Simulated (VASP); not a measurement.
# Ge in VASP: notebook

The runs below take Ge through single point, relaxation of cell and atoms, with PBEsol.

Program: VASP 6.6.1. These are calculated values, not measurements. Logs are shortened: lines on timing, memory, paths and dates and some standing lists are left out, and cuts for length are marked.

### Step 1. The cell of the first run

It takes space group I4_1/amd (No. 141, tetragonal). The conventional cell has a = 4.001 Å, b = 4.001 Å, c = 5.545 Å, α = 90.00°, β = 90.00°, γ = 90.00°. Within 3.2 Å of Ge (site symmetry -4m2) lie 4 Ge at 2.43 Å.

### Step 2. Single point, PBEsol

INCAR reads:

```
SYSTEM = Ge
  ALGO = Normal
  EDIFF = 1E-6
  ENCUT = 520
  GGA = PS
  ISIF = 2
  ISMEAR = -1
  LASPH = .True.
  LCHARG = .True.
  LELF = .True.
  LREAL = .False.
  LVHAR = .True.
  LWAVE = .False.
  NBANDS = 21
  NELM = 100
  PREC = Accurate
  SIGMA = 0.05
```

KPOINTS reads:

```
k-points
0
Gamma
  8 8 8
  0 0 0
```

POSCAR reads:

```
Ge
1.0
    0.0000000000      2.8289100000      2.7723318000
    2.8289100000      0.0000000000      2.7723318000
    2.8289100000      2.8289100000      0.0000000000
Ge
2
Direct
    0.7500000000      0.7500000000      0.7500000000
    0.5000000000      0.5000000000      0.5000000000
```

Potentials or basis: VASP PAW PBE potentials, release 64 (Ge_d).

Command:

```console
> cat potpaw_PBE.64/Ge_d/POTCAR > POTCAR
> mpirun -np 1 vasp_std > vasp.out
```

OUTCAR:

```text
SYSTEM = Ge
   EDIFF = 1E-6
   ENCUT = 520
   GGA = PS
   ISIF = 2
   ISMEAR = -1
   LASPH = .True.
   LREAL = .False.
   NELM = 100
   PREC = Accurate

 ion  position               nearest neighbor table
   1  0.750  0.750  0.750-   2 2.43   2 2.43   2 2.43   2 2.43
   2  0.500  0.500  0.500-   1 2.43   1 2.43   1 2.43   1 2.43

  LATTYP: Found a body centered tetragonal cell.
 ALAT       =     4.0006828887
 C/A-ratio  =     1.3859292911

  Lattice vectors:

 A1 = (   0.0000000000,  -2.8289100000,  -2.7723318000)
 A2 = (   0.0000000000,   2.8289100000,  -2.7723318000)
 A3 = (   2.8289100000,   0.0000000000,   2.7723318000)

Analysis of symmetry for initial positions (statically):
=====================================================================
 Subroutine PRICEL returns:
 Original cell was already a primitive cell.

 Routine SETGRP: Setting up the symmetry group for a
 body centered tetragonal supercell.

 Subroutine GETGRP returns: Found 16 space group operations
 (whereof  8 operations were pure point group operations)
 out of a pool of 16 trial point group operations.

The static configuration has the point symmetry D_2d.
 The point group associated with its full space group is D_4h.

Analysis of symmetry for dynamics (positions and initial velocities):
=====================================================================
 Subroutine PRICEL returns:
 Original cell was already a primitive cell.

 Routine SETGRP: Setting up the symmetry group for a
 body centered tetragonal supercell.

 Subroutine GETGRP returns: Found 16 space group operations
 (whereof  8 operations were pure point group operations)
 out of a pool of 16 trial point group operations.

The dynamic configuration has the point symmetry D_2d.
 The point group associated with its full space group is D_4h.

 Subroutine INISYM returns: Found 16 space group operations
 (whereof  8 operations are pure point group operations),
 and found     1 'primitive' translations

----------------------------------------------------------------------------------------

                                     Primitive cell

  volume of cell :      44.3725

  direct lattice vectors                    reciprocal lattice vectors
     0.000000000  2.828910000  2.772331800    -0.176746521  0.176746521  0.180353593
     2.828910000  0.000000000  2.772331800     0.176746521 -0.176746521  0.180353593
     2.828910000  2.828910000  0.000000000     0.176746521  0.176746521 -0.180353593

  length of vectors
     3.960878109  3.960878109  4.000682889     0.308230569  0.308230569  0.308230569

  position of ions in fractional coordinates (direct lattice)
     0.750000000  0.750000000  0.750000000
     0.500000000  0.500000000  0.500000000

  ion indices of the primitive-cell ions
   primitive index   ion index
                 1           1
                 2           2

----------------------------------------------------------------------------------------

 KPOINTS: k-points

Automatic generation of k-mesh.
 Grid dimensions read from file:
 generate k-points for:    8    8    8

 Generating k-lattice:

  Cartesian coordinates                     Fractional coordinates (reciprocal lattice)
    -0.022093315  0.022093315  0.022544199     0.125000000  0.000000000  0.000000000
     0.022093315 -0.022093315  0.022544199     0.000000000  0.125000000  0.000000000
     0.022093315  0.022093315 -0.022544199     0.000000000  0.000000000  0.125000000

  Length of vectors
     0.038528821  0.038528821  0.038528821

  Shift w.r.t. Gamma in fractional coordinates (k-lattice)
     0.000000000  0.000000000  0.000000000

 Subroutine IBZKPT returns following result:
 ===========================================

 Found     59 irreducible k-points:

 Following reciprocal coordinates:
            Coordinates               Weight
  0.000000  0.000000  0.000000      1.000000
  0.125000  0.000000  0.000000      8.000000
  0.250000  0.000000  0.000000      8.000000
  0.375000  0.000000  0.000000      8.000000
  0.500000  0.000000  0.000000      4.000000
  0.125000  0.125000  0.000000      2.000000
[... 16 lines left out ...]
  0.250000  0.000000  0.125000     16.000000
  0.375000  0.000000  0.125000     16.000000
 [... further k-points ...]
   k-points           NKPTS =     59   k-points in BZ     NKDIM =     59   number of bands    NBANDS=     21
   number of dos      NEDOS =    301   number of ions     NIONS =      2
   total plane-waves  NPLWV =  27000
   dimension x,y,z NGX =    30 NGY =   30 NGZ =   30
   dimension x,y,z NGXF=    60 NGYF=   60 NGZF=   60
   ions per type =               2
   NGX,Y,Z   is equivalent  to a cutoff of  12.59, 12.59, 12.47 a.u.
   NGXF,Y,Z  is equivalent  to a cutoff of  25.18, 25.18, 24.93 a.u.
 SYSTEM =  Ge
   PREC   = accura    normal or accurate (medium, high low for compatibility)
   ISTART =      0    job   : 0-new  1-cont  2-samecut
   ICHARG =      2    charge: 1-file 2-atom 10-const
   ISPIN  =      1    spin polarized calculation?
   LNONCOLLINEAR =      F non collinear calculations
   LSORBIT =      F    spin-orbit coupling
   LASPH  =      T    aspherical Exc in radial PAW
   ENCUT  =  520.0 eV  38.22 Ry    6.18 a.u.   7.36  7.36  7.44*2*pi/ulx,y,z
   NELM   =    100;   NELMIN=  2; NELMDL= -5     # of ELM steps
   EDIFF  = 0.1E-05   stopping-criterion for ELM
   LREAL  =      F    real-space projection
   EDIFFG = 0.1E-04   stopping-criterion for IOM
   NSW    =      0    number of steps for IOM
   IBRION =     -1    ionic relax: 0-MD 1-quasi-New 2-CG
   NFREE  =      0    steps in history (QN), initial steepest desc. (CG)
   ISIF   =      2    stress and relaxation
   ISYM   =      2    0-nonsym 1-usesym 2-fastsym
   POTIM  = 0.5000    time-step for ionic-motion
   TEBEG  =    0.0;   TEEND  =   0.0 temperature during run
   PSTRESS=    0.0 pullay stress
   NELECT =      28.0000    total number of electrons
   NUPDOWN=      -1.0000    fix difference up-down
   EMIN   =  10.00;   EMAX   =-10.00  energy-range for DOS
   EFERMI =   0.00;   METHOD = LEGACY
   ISMEAR =    -1;   SIGMA  =   0.05  broadening in eV -4-tet -1-fermi 0-gaus
   EFERMI_NEDOS =   21; number of points for ismear=-14 and -15
   IALGO  =     38    algorithm
   IMIX   =      4    mixing-type and parameters
     AMIX     =   0.40;   BMIX     =  1.00
     AMIX_MAG =   1.60;   BMIX_MAG =  1.00
  volume/ion in A,a.u.               =      22.19       149.72
  Fermi-wavevector in a.u.,A,eV,Ry     =   1.404181  2.653517 26.826929  1.971724
  Thomas-Fermi vector in A             =   2.526768
   LORBIT       =      0    0 simple, 1 ext, 2 COOP (PROOUT), +10 PAW based schemes
   GGA     = PS    functional components
   LHFCALC =     F    Hartree Fock is set to
   AEXX    =    0.0000 exact exchange contribution
   IVDW    =     0    specifies the selected vdW correction
   LEPSILON=     F    determine dielectric tensor
   LRPA    =     F    only Hartree local field effects (RPA)
 non-spin polarized calculation
  energy-cutoff  :      520.00
  volume of cell :       44.37
 maximum number of plane-waves:      1235
 NGX is ok and might be reduce to    30
   NGX = 15   NGY = 15   NGZ = 15

 number of electron      28.0000024 magnetization

 Free energy of the ion-electron system (eV)
  ---------------------------------------------------
  ext. energy  EPLUGINS =         0.00000000
  ---------------------------------------------------
  free energy    TOTEN  =        -9.85281850 eV

  energy without entropy =       -9.85209816  energy(sigma->0) =       -9.85245833

 E-fermi :   5.1436     XC(G=0): -10.2241

 val. band max:        5.0106299646   @ k =   0.0000   0.0000   0.0000
 cond. band min:       5.1656355998   @ k =   0.0000   0.0000   0.0000
 fundamental gap:      0.1550056352
 Fermi energy:         5.1436336006

 k-point     1 :       0.0000    0.0000    0.0000
  band No.  band energies     occupation
      1     -19.7344      2.00000
      2     -19.7290      2.00000
      3     -19.7290      2.00000
      4     -19.6937      2.00000
      5     -19.6915      2.00000
      6     -19.4725      2.00000
[... 13 lines left out ...]
     20      14.3918      0.00000
     21      14.7871      0.00000

 k-point     2 :       0.1250    0.0000    0.0000
  band No.  band energies     occupation
      1     -19.7414      2.00000
      2     -19.7376      2.00000
      3     -19.7280      2.00000
      4     -19.6812      2.00000
      5     -19.6796      2.00000
      6     -19.4831      2.00000
[... 13 lines left out ...]
     20      13.4922      0.00000
     21      13.7534      0.00000

 k-point     3 :       0.2500    0.0000    0.0000
  band No.  band energies     occupation
      1     -19.7523      2.00000
      2     -19.7478      2.00000
      3     -19.7219      2.00000
      4     -19.6626      2.00000
      5     -19.6617      2.00000
      6     -19.4981      2.00000
[... 13 lines left out ...]
     20      13.3324      0.00000
     21      13.4575      0.00000

 k-point     4 :       0.3750    0.0000    0.0000
  band No.  band energies     occupation
      1     -19.7581      2.00000
      2     -19.7525      2.00000
      3     -19.7153      2.00000
      4     -19.6513      2.00000
      5     -19.6509      2.00000
      6     -19.5063      2.00000
[... 13 lines left out ...]
     20      14.5647      0.00000
     21      14.6396      0.00000

 k-point     5 :       0.5000    0.0000    0.0000
  band No.  band energies     occupation
      1     -19.7596      2.00000
      2     -19.7535      2.00000
      3     -19.7126      2.00000
      4     -19.6482      2.00000
      5     -19.6479      2.00000
      6     -19.5083      2.00000
[... 13 lines left out ...]
     20      16.2788      0.00000
     21      16.3006      0.00000

 k-point     6 :       0.1250    0.1250    0.0000
  band No.  band energies     occupation
      1     -19.7399      2.00000
      2     -19.7346      2.00000
      3     -19.7346      2.00000
      4     -19.6840      2.00000
      5     -19.6690      2.00000
      6     -19.5016      2.00000
[... 13 lines left out ...]
     20      12.6480      0.00000
     21      14.6676      0.00000

 k-point     7 :       0.2500    0.1250    0.0000
  band No.  band energies     occupation
      1     -19.7529      2.00000
      2     -19.7428      2.00000
      3     -19.7259      2.00000
      4     -19.6687      2.00000
      5     -19.6486      2.00000
      6     -19.5233      2.00000
[... 13 lines left out ...]
     20      13.9686      0.00000
     21      14.5296      0.00000
[... 291 lines left out ...]
      1     -19.7837      2.00000
      2     -19.7640      2.00000
      3     -19.6699      2.00000
      4     -19.6059      2.00000
      5     -19.5819      2.00000
      6     -19.5755      2.00000
[... 13 lines left out ...]
     20      14.8441      0.00000
     21      18.9050      0.00000

 k-point    21 :       0.5000    0.5000    0.0000
  band No.  band energies     occupation
      1     -19.7625      2.00000
      2     -19.7625      2.00000
      3     -19.6722      2.00000
      4     -19.6722      2.00000
      5     -19.5691      2.00000
      6     -19.5691      2.00000
[... 13 lines left out ...]
     20      16.8246      0.00000
     21      17.9214      0.00000

 k-point    22 :       0.1250    0.0000    0.1250
  band No.  band energies     occupation
      1     -19.7404      2.00000
      2     -19.7386      2.00000
      3     -19.7353      2.00000
      4     -19.6828      2.00000
      5     -19.6664      2.00000
      6     -19.5081      2.00000
[... 13 lines left out ...]
     20      12.5793      0.00000
     21      14.9346      0.00000

 k-point    23 :       0.2500    0.0000    0.1250
  band No.  band energies     occupation
      1     -19.7541      2.00000
      2     -19.7461      2.00000
      3     -19.7287      2.00000
      4     -19.6679      2.00000
      5     -19.6448      2.00000
      6     -19.5299      2.00000
[... 13 lines left out ...]
     20      13.9322      0.00000
     21      14.6572      0.00000

 k-point    24 :       0.3750    0.0000    0.1250
  band No.  band energies     occupation
      1     -19.7650      2.00000
      2     -19.7544      2.00000
      3     -19.7134      2.00000
      4     -19.6519      2.00000
      5     -19.6317      2.00000
      6     -19.5390      2.00000
[... 13 lines left out ...]
     20      14.4543      0.00000
     21      15.4443      0.00000

 [... further k-points ...]

------------------------ aborting loop because EDIFF is reached ----------------------------------------

  FORCE on cell =-STRESS in cart. coord.  units (eV):
  Direction    XX          YY          ZZ          XY          YZ          ZX
  --------------------------------------------------------------------------------------
  -------------------------------------------------------------------------------------
  Total        0.4244430      0.4244430      0.8102774      0.0000000     -0.0000000      0.0000000
  in kB       15.3255644     15.3255644     29.2570716      0.0000000     -0.0000000      0.0000000
  external PRESSURE =      19.9694001 kB  Pullay stress =       0.0000000 kB

 VOLUME and BASIS-vectors are now :
 -----------------------------------------------------------------------------
  energy-cutoff  :      520.00
  volume of cell :       44.37
      direct lattice vectors                 reciprocal lattice vectors
     0.000000000  2.828910000  2.772331800    -0.176746521  0.176746521  0.180353593
     2.828910000  0.000000000  2.772331800     0.176746521 -0.176746521  0.180353593
     2.828910000  2.828910000  0.000000000     0.176746521  0.176746521 -0.180353593

 POSITION                                       TOTAL-FORCE (eV/Angst)
 -----------------------------------------------------------------------------------
      4.24336      4.24336      4.15850         0.000000      0.000000     -0.000000
      2.82891      2.82891      2.77233         0.000000      0.000000      0.000000
 -----------------------------------------------------------------------------------
    total drift:                                0.000000     -0.000000     -0.000000

  FREE ENERGIE OF THE ION-ELECTRON SYSTEM (eV)
  ---------------------------------------------------
  free  energy   TOTEN  =        -9.8528184986 eV

  energy  without entropy=       -9.8520981608  energy(sigma->0) =       -9.85245833
```

Wall time 46 s (1 thread of Intel Xeon 6975P-C (Granite Rapids), shared host); peak memory 0.18 GiB.

What came out:

```
Free energy : -9.8528 eV
Pressure    : 2.0 GPa
```

Stress tensor (GPa, compression positive):
```
1.53 0.00 0.00
0.00 1.53 0.00
0.00 0.00 2.93
```

Caveat: the PAW data sets were made with another functional, which shifts forces and pressure a little.

### Step 3. Single point, PBEsol

This run uses another cell than the first one, of 23.54 Å³/atom, 1.061 times its volume.

INCAR reads:

```
SYSTEM = Ge
PREC = Accurate ; ENCUT = 520
EDIFF = 1E-6 ; ISMEAR = -1
SIGMA = 0.05 ; LREAL = .False.
LASPH = .True. ; NELM = 80
ALGO = Normal ; ISIF = 2
LWAVE = .False. ; LCHARG = .False.
GGA = PS ; NBANDS = 21
```

KPOINTS reads:

```
regular mesh
0
Gamma
  8 8 8
  0 0 0
```

POSCAR reads:

```
Ge
1.0
    0.0000000000      2.8289100000      2.9420664000
    2.8289100000      0.0000000000      2.9420664000
    2.8289100000      2.8289100000      0.0000000000
Ge
2
Direct
    0.7500000000      0.7500000000      0.7500000000
    0.5000000000      0.5000000000      0.5000000000
```

Potentials or basis: VASP PAW PBE potentials, release 64 (Ge_d).

Command:

```console
> cat potpaw_PBE.64/Ge_d/POTCAR > POTCAR
> mpirun -np 1 vasp_std > vasp.out
```

It took 43 s on 1 thread of Intel Xeon 6975P-C (Granite Rapids), shared host; peak memory 0.18 GiB.

The run converged. Its results:

```
Free energy            : -9.8447 eV
Pressure               : -1.9 GPa
Band gap on the k mesh : zero (band 14 reaches 4.59 eV, above the bottom of band 15 at 4.47 eV)
```

Stress tensor (GPa, compression positive):
```
-0.98  0.00  0.00
 0.00 -0.98  0.00
 0.00  0.00 -3.80
```

Levels at points of the mesh, in eV from the Fermi level:
```tsv
k point	band 11	band 12	band 13	band 14	band 15	band 16	band 17	band 18
(0.00, 0.00, 0.00)	-12.44	-0.31	-0.15	0.16	0.16	2.52	2.52	2.70
(0.50, 0.00, 0.00)	-10.44	-7.39	-1.46	-1.11	0.04	3.66	3.86	7.02
(0.50, 0.50, 0.00)	-8.82	-8.82	-2.71	-2.71	0.98	0.98	9.19	9.19
(0.50, 0.00, 0.50)	-8.64	-8.64	-2.98	-2.98	0.67	0.67	9.15	9.15
```

Caveat: the PAW data sets were made with another functional, which shifts forces and pressure a little.

### Step 4. Relaxation of cell and atoms, PBEsol

This run uses another cell than the first one, of 22.64 Å³/atom, 1.020 times its volume.

INCAR reads:

```
SYSTEM = Ge
  PREC = Accurate
  ENCUT = 600
  EDIFF = 1E-6
  ISMEAR = -1
  SIGMA = 0.05
  LREAL = .False.
  LASPH = .True.
  NELM = 60
  ALGO = Normal
  ISIF = 3
  LWAVE = .False.
  LCHARG = .False.
  GGA = PS
  IBRION = 2
  NSW = 80
  EDIFFG = -0.005
```

KPOINTS reads:

```
Automatic mesh
0
Gamma
  8 8 8
  0 0 0
```

POSCAR reads:

```
Ge
1.0
    0.0000000000      2.8289100000      2.8289100000
    2.8289100000      0.0000000000      2.8289100000
    2.8289100000      2.8289100000      0.0000000000
Ge
2
Direct
    0.7500000000      0.7500000000      0.7500000000
    0.5000000000      0.5000000000      0.5000000000
```

Command:

```console
> cat potpaw_PBE.64/Ge_d/POTCAR > POTCAR
> mpirun -np 1 vasp_std > vasp.out
```

It took 38 s on 1 thread of Intel Xeon 6975P-C (Granite Rapids), shared host; peak memory 0.18 GiB.

It converged, with:

| Quantity | Value |
| --- | --- |
| Free energy | -9.8637 eV |
| Relaxed volume | 22.87 Å³/atom |
| Relaxed cell | a = 4.014 Å, b = 4.014 Å, c = 4.014 Å, α = 60.00°, β = 60.00°, γ = 60.00° |
| Space group after relaxing (to 0.05 Å) | Fd-3m (No. 227) |
| Energy gained by relaxing | 0.4 meV/atom |
| Ionic steps | 3 |
| Pressure after relaxing | 0.0 GPa |
| Band gap on the k mesh | zero (filled and empty bands touch) |

Step by step:
| step | energy change (eV) | largest force (eV/Å) | pressure (GPa) | volume (Å³) |
| --- | --- | --- | --- | --- |
| 1 | 0.0000 | 0.0000 | 0.56 | 45.28 |
| 2 | -0.0007 | 0.0000 | -0.04 | 45.80 |
| 3 | -0.0007 | 0.0000 | 0.01 | 45.74 |

Final structure:
```
CELL_PARAMETERS angstrom
0.00000 2.83854 2.83854
2.83854 0.00000 2.83854
2.83854 2.83854 0.00000
ATOMIC_POSITIONS crystal
Ge 0.75000 0.75000 0.75000
Ge 0.50000 0.50000 0.50000
```

Levels at points of the mesh, in eV from the Fermi level:
```tsv
k point	band 10	band 11	band 12	band 13	band 14	band 15	band 16	band 17	band 18
(0.00, 0.00, 0.00)	-24.49	-12.72	-0.10	0.00	0.00	0.00	2.53	2.53	2.53
(0.50, 0.00, 0.00)	-24.47	-10.65	-7.58	-1.39	-1.39	0.09	3.71	3.71	6.96
(0.50, 0.50, 0.00)	-24.45	-8.86	-8.86	-3.05	-3.05	0.68	0.68	9.41	9.41
```

Caveat: the PAW data sets were made with another functional, which shifts forces and pressure a little.

### Step 5. The runs side by side

| task | cell | cutoff (eV) | gap on the mesh (eV) | pressure (GPa) |
| --- | --- | --- | --- | --- |
| single point | a = 3.961, b = 3.961, c = 4.001 Å, angles 59.7, 59.7, 60.7°, 2 atoms | 520 | - | 2.0 |
| single point | a = 4.081, b = 4.081, c = 4.001 Å, angles 60.7, 60.7, 58.7°, 2 atoms | 520 | none | -1.9 |
| relaxation of cell and atoms | relaxed from a = 4.001 Å, angles 60.0°, 2 atoms | 600 | none | 0.0 |

Alike in all rows: level PBEsol; potentials or basis VASP PAW PBE potentials, release 64 (Ge_d); no spin polarisation; k mesh 8 × 8 × 8; smearing fermi-dirac 0.05 eV.

Caveats: the PAW data sets were made with another functional, which shifts forces and pressure a little.

Total energies depend on the potentials used, so only differences within one code and one set of settings carry meaning.

### Step 6. Against experiment

Step 4. The cell as given is a measured one (22.64 Å³/atom); PBEsol puts the equilibrium volume +1.0 % from it, thermal expansion not counted.
